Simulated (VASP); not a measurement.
# ZnS (I-4m2) in VASP: a series of runs

The runs below take ZnS through single point, with LDA.

Program: VASP 6.6.1. These are calculated values, not measurements. Logs are shortened: lines on timing, memory, paths and dates and some standing lists are left out, and cuts for length are marked.

**1. The cell of the first run**

The structure is tetragonal, space group I-4m2 (No. 119). Conventional cell: a = 3.671 Å, b = 3.671 Å, c = 5.361 Å, α = 90.00°, β = 90.00°, γ = 90.00°. Zn (site symmetry -4m2) has 4 S at 2.27 Å within 3.0 Å. Within 3.0 Å of S (site symmetry -4m2) lie 4 Zn at 2.27 Å.

**2. Single point, LDA (in-plane strain -0.02)**

The input, INCAR:

```
ALGO = Normal
EDIFF = 1E-6
ENCUT = 520
GGA = CA
ISIF = 2
ISMEAR = 0
LASPH = T
LCHARG = T
LELF = T
LREAL = F
LVHAR = T
LWAVE = F
NBANDS = 16
NELM = 60
PREC = Accurate
SIGMA = 0.01
```

The input, KPOINTS:

```
k-points
0
Gamma
  8 8 8
```

The input, POSCAR:

```
ZnS
1.0
    2.5954993342      2.5954993342      0.0000000000
   -2.5954993342      2.5954993342      0.0000000000
    0.0000000000      2.5954993342      2.6802503329
Zn S
1 1
Direct
    0.7500000000      0.2500000000      0.5000000000
    0.0000000000      0.0000000000      0.0000000000
```

Potentials or basis: VASP PAW LDA potentials, release 64 (Zn, S).

Started as:

```bash
> cat potpaw_LDA.64/Zn/POTCAR potpaw_LDA.64/S/POTCAR > POTCAR
> mpirun -np 1 vasp_std > vasp.out
```

OUTCAR:

```text
EDIFF = 1E-6
   ENCUT = 520
   GGA = CA
   ISIF = 2
   ISMEAR = 0
   LASPH = T
   LREAL = F
   NELM = 60
   PREC = Accurate

 ion  position               nearest neighbor table
   1  0.750  0.250  0.500-   2 2.27   2 2.27   2 2.27   2 2.27
   2  0.000  0.000  0.000-   1 2.27   1 2.27   1 2.27   1 2.27

  LATTYP: Found a body centered tetragonal cell.
 ALAT       =     3.6705903596
 C/A-ratio  =     1.4603919644

  Lattice vectors:

 A1 = (   2.5954993342,   0.0000000000,  -2.6802503329)
 A2 = (  -2.5954993342,   0.0000000000,  -2.6802503329)
 A3 = (   0.0000000000,   2.5954993342,   2.6802503329)

Analysis of symmetry for initial positions (statically):
=====================================================================
 Subroutine PRICEL returns:
 Original cell was already a primitive cell.

 Routine SETGRP: Setting up the symmetry group for a
 body centered tetragonal supercell.

 Subroutine GETGRP returns: Found  8 space group operations
 (whereof  8 operations were pure point group operations)
 out of a pool of 16 trial point group operations.

The static configuration has the point symmetry D_2d.

Analysis of symmetry for dynamics (positions and initial velocities):
=====================================================================
 Subroutine PRICEL returns:
 Original cell was already a primitive cell.

 Routine SETGRP: Setting up the symmetry group for a
 body centered tetragonal supercell.

 Subroutine GETGRP returns: Found  8 space group operations
 (whereof  8 operations were pure point group operations)
 out of a pool of 16 trial point group operations.

The dynamic configuration has the point symmetry D_2d.

 Subroutine INISYM returns: Found  8 space group operations
 (whereof  8 operations are pure point group operations),
 and found     1 'primitive' translations

----------------------------------------------------------------------------------------

                                     Primitive cell

  volume of cell :      36.1116

  direct lattice vectors                    reciprocal lattice vectors
     2.595499334  2.595499334  0.000000000     0.192641159  0.192641159 -0.186549739
    -2.595499334  2.595499334  0.000000000    -0.192641159  0.192641159 -0.186549739
     0.000000000  2.595499334  2.680250333     0.000000000  0.000000000  0.373099478

  length of vectors
     3.670590360  3.670590360  3.730999684     0.330184853  0.330184853  0.373099478

  position of ions in fractional coordinates (direct lattice)
     0.750000000  0.250000000  0.500000000
     0.000000000  0.000000000  0.000000000

  ion indices of the primitive-cell ions
   primitive index   ion index
                 1           1
                 2           2

----------------------------------------------------------------------------------------

 KPOINTS: k-points

Automatic generation of k-mesh.
 Grid dimensions read from file:
 generate k-points for:    8    8    8

 Generating k-lattice:

  Cartesian coordinates                     Fractional coordinates (reciprocal lattice)
     0.024080145  0.024080145 -0.023318717     0.125000000  0.000000000  0.000000000
    -0.024080145  0.024080145 -0.023318717     0.000000000  0.125000000  0.000000000
     0.000000000  0.000000000  0.046637435     0.000000000  0.000000000  0.125000000

  Length of vectors
     0.041273107  0.041273107  0.046637435

  Shift w.r.t. Gamma in fractional coordinates (k-lattice)
     0.000000000  0.000000000  0.000000000

 Subroutine IBZKPT returns following result:
 ===========================================

 Found     59 irreducible k-points:

 Following reciprocal coordinates:
            Coordinates               Weight
  0.000000  0.000000  0.000000      1.000000
  0.125000  0.000000  0.000000      8.000000
  0.250000  0.000000  0.000000      8.000000
  0.375000  0.000000  0.000000      8.000000
  0.500000  0.000000  0.000000      4.000000
  0.125000  0.125000  0.000000      8.000000
[... 16 lines left out ...]
  0.250000  0.000000  0.125000      4.000000
  0.375000  0.000000  0.125000      8.000000
 [... further k-points ...]
   k-points           NKPTS =     59   k-points in BZ     NKDIM =     59   number of bands    NBANDS=     16
   number of dos      NEDOS =    301   number of ions     NIONS =      2
   total plane-waves  NPLWV =  21952
   dimension x,y,z NGX =    28 NGY =   28 NGZ =   28
   dimension x,y,z NGXF=    56 NGYF=   56 NGZF=   56
   ions per type =               1   1
   NGX,Y,Z   is equivalent  to a cutoff of  12.68, 12.68, 12.48 a.u.
   NGXF,Y,Z  is equivalent  to a cutoff of  25.36, 25.36, 24.95 a.u.
 SYSTEM =  unknown system
   PREC   = accura    normal or accurate (medium, high low for compatibility)
   ISTART =      0    job   : 0-new  1-cont  2-samecut
   ICHARG =      2    charge: 1-file 2-atom 10-const
   ISPIN  =      1    spin polarized calculation?
   LNONCOLLINEAR =      F non collinear calculations
   LSORBIT =      F    spin-orbit coupling
   LASPH  =      T    aspherical Exc in radial PAW
   ENCUT  =  520.0 eV  38.22 Ry    6.18 a.u.   6.82  6.82  6.94*2*pi/ulx,y,z
   NELM   =     60;   NELMIN=  2; NELMDL= -5     # of ELM steps
   EDIFF  = 0.1E-05   stopping-criterion for ELM
   LREAL  =      F    real-space projection
   EDIFFG = 0.1E-04   stopping-criterion for IOM
   NSW    =      0    number of steps for IOM
   IBRION =     -1    ionic relax: 0-MD 1-quasi-New 2-CG
   NFREE  =      0    steps in history (QN), initial steepest desc. (CG)
   ISIF   =      2    stress and relaxation
   ISYM   =      2    0-nonsym 1-usesym 2-fastsym
   POTIM  = 0.5000    time-step for ionic-motion
   TEBEG  =    0.0;   TEEND  =   0.0 temperature during run
   PSTRESS=    0.0 pullay stress
   NELECT =      18.0000    total number of electrons
   NUPDOWN=      -1.0000    fix difference up-down
   EMIN   =  10.00;   EMAX   =-10.00  energy-range for DOS
   EFERMI =   0.00;   METHOD = LEGACY
   ISMEAR =     0;   SIGMA  =   0.01  broadening in eV -4-tet -1-fermi 0-gaus
   EFERMI_NEDOS =   21; number of points for ismear=-14 and -15
   IALGO  =     38    algorithm
   IMIX   =      4    mixing-type and parameters
     AMIX     =   0.40;   BMIX     =  1.00
     AMIX_MAG =   1.60;   BMIX_MAG =  1.00
  volume/ion in A,a.u.               =      18.06       121.85
  Fermi-wavevector in a.u.,A,eV,Ry     =   1.298026  2.452913 22.924055  1.684871
  Thomas-Fermi vector in A             =   2.429380
   LORBIT       =      0    0 simple, 1 ext, 2 COOP (PROOUT), +10 PAW based schemes
   GGA     = CA    functional components
   LHFCALC =     F    Hartree Fock is set to
   AEXX    =    0.0000 exact exchange contribution
   IVDW    =     0    specifies the selected vdW correction
   LEPSILON=     F    determine dielectric tensor
   LRPA    =     F    only Hartree local field effects (RPA)
 non-spin polarized calculation
 Gauss-broadening in eV      SIGMA  =   0.01
  energy-cutoff  :      520.00
  volume of cell :       36.11
 maximum number of plane-waves:       986
   NGX = 13   NGY = 13   NGZ = 13

 number of electron      17.9999990 magnetization

 Free energy of the ion-electron system (eV)
  ---------------------------------------------------
  ext. energy  EPLUGINS =         0.00000000
  ---------------------------------------------------
  free energy    TOTEN  =        -8.19372485 eV

  energy without entropy =       -8.19372485  energy(sigma->0) =       -8.19372485

 E-fermi :   2.9079     XC(G=0): -10.4502

 val. band max:        2.8482887172   @ k =   0.0000   0.0000   0.0000
 cond. band min:       5.0937369694   @ k =   0.0000   0.0000   0.0000
 fundamental gap:      2.2454482522
 Fermi energy:         2.9078764123

 k-point     1 :       0.0000    0.0000    0.0000
  band No.  band energies     occupation
      1     -10.9600      2.00000
      2      -4.1003      2.00000
      3      -4.0788      2.00000
      4      -4.0788      2.00000
      5      -3.5071      2.00000
      6      -3.4910      2.00000
[... 8 lines left out ...]
     15      14.8531      0.00000
     16      14.9533      0.00000

 k-point     2 :       0.1250    0.0000    0.0000
  band No.  band energies     occupation
      1     -10.8215      2.00000
      2      -4.0963      2.00000
      3      -4.0655      2.00000
      4      -4.0533      2.00000
      5      -3.5080      2.00000
      6      -3.4948      2.00000
[... 8 lines left out ...]
     15      14.2070      0.00000
     16      15.6049      0.00000

 k-point     3 :       0.2500    0.0000    0.0000
  band No.  band energies     occupation
      1     -10.4558      2.00000
      2      -4.0654      2.00000
      3      -4.0154      2.00000
      4      -3.9968      2.00000
      5      -3.4998      2.00000
      6      -3.4955      2.00000
[... 8 lines left out ...]
     15      13.8519      0.00000
     16      15.0128      0.00000

 k-point     4 :       0.3750    0.0000    0.0000
  band No.  band energies     occupation
      1     -10.0315      2.00000
      2      -3.9820      2.00000
      3      -3.9517      2.00000
      4      -3.8485      2.00000
      5      -3.4799      2.00000
      6      -3.4721      2.00000
[... 8 lines left out ...]
     15      14.9360      0.00000
     16      15.1270      0.00000

 k-point     5 :       0.5000    0.0000    0.0000
  band No.  band energies     occupation
      1      -9.8325      2.00000
      2      -3.9698      2.00000
      3      -3.9374      2.00000
      4      -3.4675      2.00000
      5      -3.4627      2.00000
      6      -3.2956      2.00000
[... 8 lines left out ...]
     15      16.2996      0.00000
     16      16.5411      0.00000

 k-point     6 :       0.1250    0.1250    0.0000
  band No.  band energies     occupation
      1     -10.6093      2.00000
      2      -4.0968      2.00000
      3      -4.0351      2.00000
      4      -4.0051      2.00000
      5      -3.5224      2.00000
      6      -3.4835      2.00000
[... 8 lines left out ...]
     15      14.1919      0.00000
     16      16.8251      0.00000

 k-point     7 :       0.2500    0.1250    0.0000
  band No.  band energies     occupation
      1     -10.2183      2.00000
      2      -4.0131      2.00000
      3      -3.9826      2.00000
      4      -3.9514      2.00000
      5      -3.5198      2.00000
      6      -3.4657      2.00000
[... 8 lines left out ...]
     15      15.2733      0.00000
     16      16.3808      0.00000

 k-point     8 :       0.3750    0.1250    0.0000
  band No.  band energies     occupation
      1      -9.8534      2.00000
      2      -3.9574      2.00000
      3      -3.9259      2.00000
      4      -3.6912      2.00000
      5      -3.4861      2.00000
      6      -3.4330      2.00000
[... 8 lines left out ...]
     15      15.5629      0.00000
     16      16.8825      0.00000

 k-point     9 :       0.5000    0.1250    0.0000
  band No.  band energies     occupation
      1      -9.7816      2.00000
      2      -3.9603      2.00000
      3      -3.9180      2.00000
      4      -3.6173      2.00000
      5      -3.4580      2.00000
      6      -3.3160      2.00000
[... 8 lines left out ...]
     15      16.4131      0.00000
     16      16.6451      0.00000
[... 172 lines left out ...]
 k-point    19 :       0.5000    0.3750    0.0000
  band No.  band energies     occupation
      1      -9.4973      2.00000
      2      -4.1334      2.00000
      3      -3.7392      2.00000
      4      -3.6913      2.00000
      5      -3.4219      2.00000
      6      -3.2554      2.00000
[... 8 lines left out ...]
     15      16.6439      0.00000
     16      18.0747      0.00000

 k-point    20 :      -0.3750    0.3750    0.0000
  band No.  band energies     occupation
      1      -9.6983      2.00000
      2      -4.1930      2.00000
      3      -3.7849      2.00000
      4      -3.7399      2.00000
      5      -3.4600      2.00000
      6      -3.4145      2.00000
[... 8 lines left out ...]
     15      16.1401      0.00000
     16      19.2266      0.00000

 k-point    21 :       0.5000    0.5000    0.0000
  band No.  band energies     occupation
      1      -9.4287      2.00000
      2      -4.1867      2.00000
      3      -3.7082      2.00000
      4      -3.6581      2.00000
      5      -3.4048      2.00000
      6      -3.2208      2.00000
[... 8 lines left out ...]
     15      16.5801      0.00000
     16      17.5309      0.00000

 k-point    22 :       0.0000    0.0000    0.1250
  band No.  band energies     occupation
      1     -10.7822      2.00000
      2      -4.1295      2.00000
      3      -4.0326      2.00000
      4      -4.0326      2.00000
      5      -3.5296      2.00000
      6      -3.4788      2.00000
[... 8 lines left out ...]
     15      15.1459      0.00000
     16      16.1170      0.00000

 k-point    23 :       0.2500    0.0000    0.1250
  band No.  band energies     occupation
      1     -10.6004      2.00000
      2      -4.1013      2.00000
      3      -4.0222      2.00000
      4      -4.0211      2.00000
      5      -3.5148      2.00000
      6      -3.4856      2.00000
[... 8 lines left out ...]
     15      14.2466      0.00000
     16      16.6086      0.00000

 k-point    24 :       0.3750    0.0000    0.1250
  band No.  band energies     occupation
      1     -10.2065      2.00000
      2      -4.0337      2.00000
      3      -3.9659      2.00000
      4      -3.9607      2.00000
      5      -3.5188      2.00000
      6      -3.4527      2.00000
[... 8 lines left out ...]
     15      15.3703      0.00000
     16      16.0736      0.00000

 [... further k-points ...]
[... 5 lines left out ...]
  --------------------------------------------------------------------------------------
  -------------------------------------------------------------------------------------
  Total        0.7514562      0.7514562      0.4134496      0.0000000      0.0000000      0.0000000
  in kB       33.3401112     33.3401112     18.3436587      0.0000000      0.0000000      0.0000000
  external PRESSURE =      28.3412937 kB  Pullay stress =       0.0000000 kB

 VOLUME and BASIS-vectors are now :
 -----------------------------------------------------------------------------
  energy-cutoff  :      520.00
  volume of cell :       36.11
      direct lattice vectors                 reciprocal lattice vectors
     2.595499334  2.595499334  0.000000000     0.192641159  0.192641159 -0.186549739
    -2.595499334  2.595499334  0.000000000    -0.192641159  0.192641159 -0.186549739
     0.000000000  2.595499334  2.680250333     0.000000000  0.000000000  0.373099478

 POSITION                                       TOTAL-FORCE (eV/Angst)
 -----------------------------------------------------------------------------------
      1.29775      3.89325      1.34013        -0.000000      0.000000      0.000000
      0.00000      0.00000      0.00000         0.000000     -0.000000      0.000000
 -----------------------------------------------------------------------------------
    total drift:                                0.000000      0.000000     -0.000000

  FREE ENERGIE OF THE ION-ELECTRON SYSTEM (eV)
  ---------------------------------------------------
  free  energy   TOTEN  =        -8.1937248544 eV

  energy  without entropy=       -8.1937248544  energy(sigma->0) =       -8.19372485
```

Wall time 46 s (1 thread of Intel Xeon Platinum 8175M at 2.50GHz (Skylake/Cascade Lake), shared host); peak memory 0.16 GiB.

What came out:

```yaml
Free_energy: -8.1937 eV
Pressure: 2.8 GPa
Band_gap_on_the_k_mesh: 2.25 eV, direct
```

Caveat: the cell differs from its parent crystal (in-plane strain -0.02).

[end of part 1 of 3]
